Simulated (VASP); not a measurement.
Lu:

```
Lu
1.0
     0.00000    3.37000    3.37000
     3.37000    0.00000    3.37000
     3.37000    3.37000    0.00000
Lu
2
Direct
  0.00000 0.00000 0.00000
  0.25000 0.25000 0.25000
```

This isn't the form of Lu at room conditions, which is hcp.

- Program: VASP 6.6.1
- Task: relaxation of cell and atoms
- Functional: LDA
- Potentials or basis: VASP PAW PBE potentials, release 64 (Lu)
- Cutoff: 600 eV
- k mesh: 5 × 5 × 5
- Occupations: gaussian, width 0.05 eV
- Spin: no spin polarisation

At the start: pressure 1.0 GPa; volume 38.27 Å³/atom.

Task: Where does the relaxation end?

Result: Over 6 steps the energy falls by 10.1 meV/atom and the volume is 42.31 Å³/atom (+10.5 %); space group Fd-3m (No. 227, to 0.1 Å) before and after.

Step by step:
```
step  energy change (eV)  largest force (eV/Å)  pressure (GPa)  volume (Å³)
   1              0.0000                0.0000            1.03        76.55
   2             -0.0118                0.0000            0.37        79.30
   3             -0.0158                0.0000            0.36        81.35
   4             -0.0199                0.0000           -0.14        85.55
   5             -0.0201                0.0000            0.05        84.28
   6             -0.0202                0.0000            0.00        84.61
```

Final structure:
```xyz
2
Lattice="0.0000 3.4845 3.4845 3.4845 0.0000 3.4845 3.4845 3.4845 0.0000" Properties=species:S:1:pos:R:3 pbc="T T T"
Lu    6.9689    6.9689    6.9689
Lu    1.7422    1.7422    1.7422
```

Caveat: the PAW data sets were made with another functional, which shifts forces and pressure a little.
